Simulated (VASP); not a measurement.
Write the native input for VASP 6.6.1 that does the following.

| Property | Result |
| --- | --- |
| Task | relaxation of cell and atoms |
| Functional | PBEsol |
| Potentials or basis | VASP PAW PBE potentials, release 64 (Ca_sv) |
| Cutoff | 600 eV |
| k mesh | 9 × 9 × 9 |
| Occupations | fermi-dirac, width 0.05 eV |
| Spin | no spin polarisation |
| Target pressure | 20 GPa |
| Dipole correction | no |
| Further INCAR settings | ALGO = Fast; EDIFF = 1e-06; IBRION = 2; EDIFFG = -0.01; NSW = 60; ISIF = 3 |

The structure of Ca lies in POSCAR:

```
Ca
1.0
   -2.0964874600      2.1017318100      2.4453524600
    2.0964874600     -2.1017318100      2.4453524600
    2.0964874600      2.1017318100     -2.4453524600
Ca
1
Direct
    0.5000000000      0.5000000000      0.0000000000
```

The input as run:

INCAR

```
PREC = Accurate
ENCUT = 600
EDIFF = 1E-6
ISMEAR = -1
SIGMA = 0.05
LREAL = False
LASPH = True
NELM = 80
ALGO = Fast
ISIF = 3
LWAVE = False
LCHARG = False
GGA = PS
IBRION = 2
NSW = 60
EDIFFG = -0.01
PSTRESS = 200.0
```

KPOINTS

```
regular mesh
0
Gamma
  9 9 9
```

Potentials or basis: VASP PAW PBE potentials, release 64 (Ca_sv).

Run with:

```console
$ cat potpaw_PBE.64/Ca_sv/POTCAR > POTCAR
$ mpirun -np 1 vasp_std > vasp.out
```

It gave:

```json
{
  "Relaxed volume": "24.04 Å³/atom",
  "Relaxed cell": "a = 3.149 Å, b = 3.149 Å, c = 3.149 Å, α = 109.32°, β = 109.62°, γ = 109.48°",
  "Space group after relaxing (to 0.1 Å)": "Im-3m (No. 229)",
  "Energy change on relaxing (the run minimises the enthalpy)": "+702.1 meV/atom",
  "Ionic steps": "19",
  "Pressure after relaxing": "20.0 GPa",
  "Band gap on the k mesh": "zero (bands 5 and 6 overlap by 1.25 eV)"
}
```

Caveat: the cell is relaxed towards a set pressure, so the run minimises the enthalpy, not the energy; the volume moved by over 15 % at a fixed basis, so the end points are rough; the PAW data sets were made with another functional, which shifts forces and pressure a little.

It took 6.6 min on 1 thread of Intel(R) Xeon(R) Platinum 8559C (Emerald Rapids), on a shared host, peak memory 0.25 GiB.
